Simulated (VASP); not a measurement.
# AlN (Pna2_1) in VASP: single point with r2SCAN

Aim: the single point of AlN with r2SCAN.

Program: VASP 6.6.1. These are calculated values, not measurements. Logs are shortened: lines on timing, memory, paths and dates and some standing lists are left out, and cuts for length are marked.

## (1) The cell of the first run

Symmetry: Pna2_1, No. 33, orthorhombic system. The conventional cell has a = 5.381 Å, b = 3.107 Å, c = 4.978 Å, α = 90.00°, β = 90.00°, γ = 90.00°. Within 2.5 Å of Al (site symmetry 1) lie 4 N at 1.88 to 1.90 Å. Within 2.5 Å of N (site symmetry 1) lie 4 Al at 1.88 to 1.90 Å.

## (2) Single point, r2SCAN (atoms displaced along a vibrational mode)

Input file POSCAR:

```
AlN
1.0
   -3.1066653462      0.0000000000      0.0000000000
    0.0000000000      0.0000000000     -4.9784048411
    0.0000000000     -5.3809022217      0.0000000000
Al N
4 4
Direct
    0.5120708206      0.9983070980      0.1666666667
   -0.0120708206      0.9983070980      0.6666666667
    0.0120708206      0.4983070980      0.3333333333
    0.4879291794      0.4983070980      0.8333333333
    0.5108611090      0.6166929020      0.1666666667
   -0.0108611090      0.6166929020      0.6666666667
    0.0108611090      0.1166929020      0.3333333333
    0.4891388910      0.1166929020      0.8333333333
```

Input file INCAR.step1:

```
SYSTEM = AlN
PREC = Accurate
ENCUT = 520
ISMEAR = 0
SIGMA = 0.05
LREAL = .False.
LASPH = .True.
NELM = 80
NBANDS = 26
GGA = PE
ALGO = Normal
EDIFF = 1E-4
LWAVE = .True.
LCHARG = .False.
```

Input file INCAR.step2:

```
SYSTEM = AlN
PREC = Accurate
ENCUT = 520
EDIFF = 1E-7
ISMEAR = 0
SIGMA = 0.05
LREAL = .False.
LASPH = .True.
NELM = 80
ALGO = Normal
ISIF = 2
LWAVE = .False.
LCHARG = .False.
METAGGA = R2SCAN
LMIXTAU = .True.
NBANDS = 26
ISTART = 1
```

Input file KPOINTS:

```
regular mesh
0
Gamma
  8 6 4
  0 0 0
```

Potentials or basis: VASP PAW PBE potentials, release 64 (Al, N).

Command:

```console
$ cat potpaw_PBE.64/Al/POTCAR potpaw_PBE.64/N/POTCAR > POTCAR
$ cp INCAR.step1 INCAR
$ mpirun -np 1 vasp_std > vasp.out
$ cp INCAR.step2 INCAR
$ mpirun -np 1 vasp_std > vasp.out
```

OUTCAR:

```text
SYSTEM = AlN
   PREC = Accurate
   ENCUT = 520
   EDIFF = 1E-7
   ISMEAR = 0
   LREAL = .False.
   LASPH = .True.
   NELM = 80
   ISIF = 2
   METAGGA = R2SCAN
   ISTART = 1

 ion  position               nearest neighbor table
   1  0.512  0.998  0.167-   7 1.88   8 1.89   7 1.89   5 1.90   3 3.07   3 3.07   3 3.07   3 3.07
                             4 3.07   4 3.07   2 3.07   2 3.07   2 3.14   2 3.14
   2  0.988  0.998  0.667-   8 1.88   7 1.89   8 1.89   6 1.90   4 3.07   4 3.07   4 3.07   4 3.07
                             3 3.07   3 3.07   1 3.07   1 3.07   1 3.14   1 3.14
   3  0.012  0.498  0.333-   5 1.88   6 1.89   5 1.89   7 1.90   1 3.07   1 3.07   1 3.07   1 3.07
                             2 3.07   2 3.07   4 3.07   4 3.07   4 3.14   4 3.14
   4  0.488  0.498  0.833-   6 1.88   5 1.89   6 1.89   8 1.90   2 3.07   2 3.07   2 3.07   2 3.07
                             1 3.07   1 3.07   3 3.07   3 3.07   3 3.14   3 3.14
   5  0.511  0.617  0.167-   3 1.88   4 1.89   3 1.89   1 1.90
   6  0.989  0.617  0.667-   4 1.88   3 1.89   4 1.89   2 1.90
   7  0.011  0.117  0.333-   1 1.88   2 1.89   1 1.89   3 1.90
   8  0.489  0.117  0.833-   2 1.88   1 1.89   2 1.89   4 1.90

  LATTYP: Found a simple orthorhombic cell.
 ALAT       =     3.1066653462
 B/A-ratio  =     1.6024915098
 C/A-ratio  =     1.7320508076

  Lattice vectors:

 A1 = (  -3.1066653462,   0.0000000000,   0.0000000000)
 A2 = (   0.0000000000,   0.0000000000,  -4.9784048411)
 A3 = (   0.0000000000,  -5.3809022217,   0.0000000000)

Analysis of symmetry for initial positions (statically):
=====================================================================
 Subroutine PRICEL returns:
 Original cell was already a primitive cell.

 Routine SETGRP: Setting up the symmetry group for a
 simple orthorhombic supercell.

 Subroutine GETGRP returns: Found  4 space group operations
 (whereof  1 operations were pure point group operations)
 out of a pool of  8 trial point group operations.

The static configuration has the point symmetry C_1 .
 The point group associated with its full space group is C_2v.

Analysis of symmetry for dynamics (positions and initial velocities):
=====================================================================
 Subroutine PRICEL returns:
 Original cell was already a primitive cell.

 Routine SETGRP: Setting up the symmetry group for a
 simple orthorhombic supercell.

 Subroutine GETGRP returns: Found  4 space group operations
 (whereof  1 operations were pure point group operations)
 out of a pool of  8 trial point group operations.

The dynamic configuration has the point symmetry C_1 .
 The point group associated with its full space group is C_2v.
[... 115 lines left out ...]
   IBRION =     -1    ionic relax: 0-MD 1-quasi-New 2-CG
   NFREE  =      0    steps in history (QN), initial steepest desc. (CG)
   ISIF   =      2    stress and relaxation
   ISYM   =      2    0-nonsym 1-usesym 2-fastsym
   POTIM  = 0.5000    time-step for ionic-motion
   TEBEG  =    0.0;   TEEND  =   0.0 temperature during run
   PSTRESS=    0.0 pullay stress
   NELECT =      32.0000    total number of electrons
   NUPDOWN=      -1.0000    fix difference up-down
   EMIN   =  10.00;   EMAX   =-10.00  energy-range for DOS
   EFERMI =   0.00;   METHOD = LEGACY
   ISMEAR =     0;   SIGMA  =   0.05  broadening in eV -4-tet -1-fermi 0-gaus
   EFERMI_NEDOS =   21; number of points for ismear=-14 and -15
   IALGO  =     38    algorithm
   IMIX   =      4    mixing-type and parameters
     AMIX     =   0.40;   BMIX     =  1.00
     AMIX_MAG =   1.60;   BMIX_MAG =  1.00
  volume/ion in A,a.u.               =      10.40        70.20
  Fermi-wavevector in a.u.,A,eV,Ry     =   1.190451  2.249626 19.281821  1.417174
  Thomas-Fermi vector in A             =   2.326535
   LORBIT       =      0    0 simple, 1 ext, 2 COOP (PROOUT), +10 PAW based schemes
   METAGGA = R2SCAN    functional components
   LHFCALC =     F    Hartree Fock is set to
   AEXX    =    0.0000 exact exchange contribution
   IVDW    =     0    specifies the selected vdW correction
   LEPSILON=     F    determine dielectric tensor
   LRPA    =     F    only Hartree local field effects (RPA)
 non-spin polarized calculation
 Gauss-broadening in eV      SIGMA  =   0.05
  energy-cutoff  :      520.00
  volume of cell :       83.22
 maximum number of plane-waves:      2264
 NGX is ok and might be reduce to    24
   NGX = 11   NGY = 19   NGZ = 21

 number of electron      32.0000001 magnetization

 Free energy of the ion-electron system (eV)
  ---------------------------------------------------
  ext. energy  EPLUGINS =         0.00000000
  ---------------------------------------------------
  free energy    TOTEN  =       -76.89043314 eV

  energy without entropy =      -76.89043314  energy(sigma->0) =      -76.89043314

 E-fermi :   6.1972     XC(G=0): -11.4176

 val. band max:        5.9203669677   @ k =   0.0000   0.0000   0.0000
 cond. band min:      10.8326335808   @ k =   0.0000   0.0000   0.0000
 fundamental gap:      4.9122666130
 Fermi energy:         6.1971907199

 k-point     1 :       0.0000    0.0000    0.0000
  band No.  band energies     occupation
      1     -10.0607      2.00000
      2      -8.1121      2.00000
      3      -7.9387      2.00000
      4      -7.4219      2.00000
      5      -0.1497      2.00000
      6       0.4037      2.00000
[... 685 lines left out ...]
     25      17.6464      0.00000
     26      17.8611      0.00000

 [... further k-points ...]
[... 5 lines left out ...]
  --------------------------------------------------------------------------------------
  -------------------------------------------------------------------------------------
  Total       -0.2648823     -0.1845480     -0.2253343      0.0000000      0.0000000      0.0000000
  in kB       -5.0994552     -3.5528774     -4.3380845      0.0000000      0.0000000      0.0000000
  external PRESSURE =      -4.3301390 kB  Pullay stress =       0.0000000 kB

 VOLUME and BASIS-vectors are now :
 -----------------------------------------------------------------------------
  energy-cutoff  :      520.00
  volume of cell :       83.22
      direct lattice vectors                 reciprocal lattice vectors
    -3.106665346  0.000000000  0.000000000    -0.321888549  0.000000000  0.000000000
     0.000000000  0.000000000 -4.978404841     0.000000000  0.000000000 -0.200867553
     0.000000000 -5.380902222  0.000000000     0.000000000 -0.185842440  0.000000000

 POSITION                                       TOTAL-FORCE (eV/Angst)
 -----------------------------------------------------------------------------------
     -1.59083     -0.89682     -4.96998         0.207357      0.011605     -0.002097
     -3.06917     -3.58727     -4.96998        -0.207357      0.011605     -0.002097
     -0.03750     -1.79363     -2.48077         0.207357     -0.011605     -0.002097
     -1.51583     -4.48409     -2.48077        -0.207357     -0.011605     -0.002097
     -1.58707     -0.89682     -3.07015         0.096997      0.013038      0.002097
     -3.07292     -3.58727     -3.07015        -0.096997      0.013038      0.002097
     -0.03374     -1.79363     -0.58094         0.096997     -0.013038      0.002097
     -1.51959     -4.48409     -0.58094        -0.096997     -0.013038      0.002097
 -----------------------------------------------------------------------------------
    total drift:                                0.000000      0.000001     -0.000927

  FREE ENERGIE OF THE ION-ELECTRON SYSTEM (eV)
  ---------------------------------------------------
  free  energy   TOTEN  =       -76.8904331450 eV

  energy  without entropy=      -76.8904331450  energy(sigma->0) =      -76.89043314
```

OSZICAR.step1:

```text
N       E                     dE             d eps       ncg     rms          rms(c)
DAV:   1     0.112866174773E+03    0.11287E+03   -0.14759E+04  3120   0.111E+03
DAV:   2    -0.591661624584E+02   -0.17203E+03   -0.16182E+03  4236   0.231E+02
DAV:   3    -0.689469990605E+02   -0.97808E+01   -0.97205E+01  4196   0.553E+01
DAV:   4    -0.690355794316E+02   -0.88580E-01   -0.88529E-01  3700   0.605E+00
DAV:   5    -0.690367790540E+02   -0.11996E-02   -0.11994E-02  4110   0.709E-01    0.173E+01
DAV:   6    -0.594750884320E+02    0.95617E+01   -0.29648E+01  3926   0.292E+01    0.601E+00
DAV:   7    -0.595399085499E+02   -0.64820E-01   -0.17205E+00  3710   0.659E+00    0.416E+00
DAV:   8    -0.595273733831E+02    0.12535E-01   -0.17716E-01  3640   0.286E+00    0.728E-01
DAV:   9    -0.595147733689E+02    0.12600E-01   -0.49382E-02  4162   0.115E+00    0.345E-01
DAV:  10    -0.595160586896E+02   -0.12853E-02   -0.59211E-03  3682   0.390E-01    0.216E-01
DAV:  11    -0.595158502117E+02    0.20848E-03   -0.59063E-04  3556   0.136E-01    0.511E-02
DAV:  12    -0.595158542617E+02   -0.40500E-05   -0.22564E-05  1924   0.332E-02
   1 F= -.59515854E+02 E0= -.59515854E+02  d E =-.635006E-18
```

It took 2.7 min on 1 thread of Intel Xeon 6975P-C (Granite Rapids), shared host; peak memory 0.25 GiB.

What came out:

| Property | Result |
| --- | --- |
| Free energy | -76.8904 eV |
| Pressure | -0.4 GPa |
| Largest force | 0.208 eV/Å |
| Band gap on the k mesh | 4.91 eV |

Forces on the atoms (eV/Å):
```
Al   0.207  0.012 -0.002
Al  -0.207  0.012 -0.002
Al   0.207 -0.012 -0.002
Al  -0.207 -0.012 -0.002
N    0.097  0.013  0.002
N   -0.097  0.013  0.002
N    0.097 -0.013  0.002
N   -0.097 -0.013  0.002
```

Caveat: the cell differs from its parent crystal (atoms displaced along a vibrational mode); the PAW data sets were made with another functional, which shifts forces and pressure a little.
